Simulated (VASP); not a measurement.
The system is Au.

```
Au
1.0
     1.61500    1.61500    1.61500
    -1.61500    1.61500    1.61500
    -1.61500   -1.61500    1.61500
Au
1
Direct
  0.00000 0.00000 0.00000
```

| Quantity | Value |
| --- | --- |
| Program | VASP 6.6.1 |
| Task | relaxation of cell and atoms |
| Functional | PBE |
| Potentials or basis | VASP PAW PBE potentials, release 64 (Au) |
| Cutoff | 600 eV |
| k mesh | 11 × 11 × 11 |
| Occupations | gaussian, width 0.1 eV |
| Spin | no spin polarisation |

At the start: pressure 11.4 GPa; volume 16.85 Å³/atom.

Task: How do energy, volume and symmetry change on relaxing?

Result: Over 4 steps the energy falls by 39.8 meV/atom and the volume is 18.07 Å³/atom (+7.2 %); space group Im-3m (No. 229, to 0.05 Å).

Step by step:
```csv
step,energy change (eV),largest force (eV/Å),pressure (GPa),volume (Å³)
1,0.0000,0.0000,11.39,16.85
2,0.0264,0.0000,-10.08,19.94
3,-0.0397,0.0000,-0.21,18.09
4,-0.0398,0.0000,-0.03,18.07
```

Final structure:
```
Au
1.0
     1.65296    1.65296    1.65296
    -1.65296    1.65296    1.65296
    -1.65296   -1.65296    1.65296
Au
1
Cartesian
  0.0000 0.0000 0.0000
```
